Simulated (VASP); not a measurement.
Wanted: the native input for a VASP 6.6.1 run.

```
Task                   : single point
Functional             : PBE
Potentials or basis    : VASP PAW PBE potentials, release 64 (Al, P)
Cutoff                 : 500 eV
k mesh                 : 3 × 3 × 3
Occupations            : gaussian, width 0.01 eV
Spin                   : no spin polarisation
Dipole correction      : no
Further INCAR settings : ALGO = Normal; EDIFF = 1e-06; NBANDS = 11
```

The structure of AlP lies in POSCAR:

```
AlP
1.0
    0.0000000000      2.8024795790      2.8024795790
    2.8024795790      0.0000000000      2.8024795790
    2.8024795790      2.8024795790      0.0000000000
Al P
1 1
Direct
    0.0000000000      0.0000000000      0.0000000000
    0.2500000000      0.2500000000      0.2500000000
```

The input as run:

INCAR

```
SYSTEM = AlP
PREC     = Accurate       ! precision mode
ENCUT    = 500            ! plane-wave cutoff, eV
EDIFF    = 1E-6           ! SCF threshold, eV
ISMEAR   = 0              ! smearing method
SIGMA    = 0.01           ! smearing width, eV
LREAL    = .False.        ! projectors in reciprocal space
LASPH    = .True.         ! aspherical terms in the spheres
NELM     = 120            ! most SCF steps
ALGO     = Normal         ! electronic algorithm
ISIF     = 2              ! what is computed and relaxed
LWAVE    = .False.        ! write WAVECAR
LCHARG   = .False.        ! write CHGCAR
GGA      = PE             ! functional
NBANDS   = 11             ! bands
GGA_COMPAT= .False.
```

KPOINTS

```
regular mesh
0
Gamma
  3 3 3
  0 0 0
```

Potentials or basis: VASP PAW PBE potentials, release 64 (Al, P).

The run is started by

```console
$ cat potpaw_PBE.64/Al/POTCAR potpaw_PBE.64/P/POTCAR > POTCAR
$ mpirun -np 1 vasp_std > vasp.out
```

Results of the run:

* Pressure: -2.9 GPa
* Band gap on the k mesh: 2.21 eV, indirect (least direct gap 2.62 eV)

Caveat: the k points lie up to 0.65 Å⁻¹ apart.

Run time: 8.1 s on 1 thread of Intel Xeon 8259CL, with other jobs on the host, peak memory 0.15 GiB.
